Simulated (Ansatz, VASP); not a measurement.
## C in VASP and in Ansatz

```
C
1.0
     2.45600    0.00000    0.00000
    -1.22800    2.12696    0.00000
     0.00000    0.00000    6.69600
C
4
Direct
  0.00000 0.00000 0.75000
  0.00000 0.00000 0.25000
  0.33333 0.66667 0.75000
  0.66667 0.33333 0.25000
```

Alike in both runs: task relaxation of cell and atoms; functional LDA; k mesh 21 × 21 × 6; occupations gaussian, width 0.1 eV; no spin polarisation.

|  | VASP | Ansatz |
| --- | --- | --- |
| version | VASP 6.6.1 | Ansatz 0.2.0 |
| potentials or method | VASP PAW LDA potentials, release 64 (C), cutoff 600 eV | scalar-relativistic, plane waves, PAW |
| valence electrons in the cell | 16 | 16 |

Ansatz gave:

* gap on the k mesh at the Fermi level, each at its own relaxed structure (eV): none
* relaxed volume (Å³/atom): 8.61
* relaxed cell length with the largest relative difference (Å): 6.655

Q: What did VASP give for the same quantities?

A: gap on the k mesh at the Fermi level, each at its own relaxed structure (eV): none; relaxed volume (Å³/atom): 8.50; relaxed cell length with the largest relative difference (Å): 6.565.

LDA's correlation is that of Perdew and Zunger in VASP and of Perdew and Wang (1992) in Ansatz. A gap of «none» marks a metal or a gap that the smearing closes.
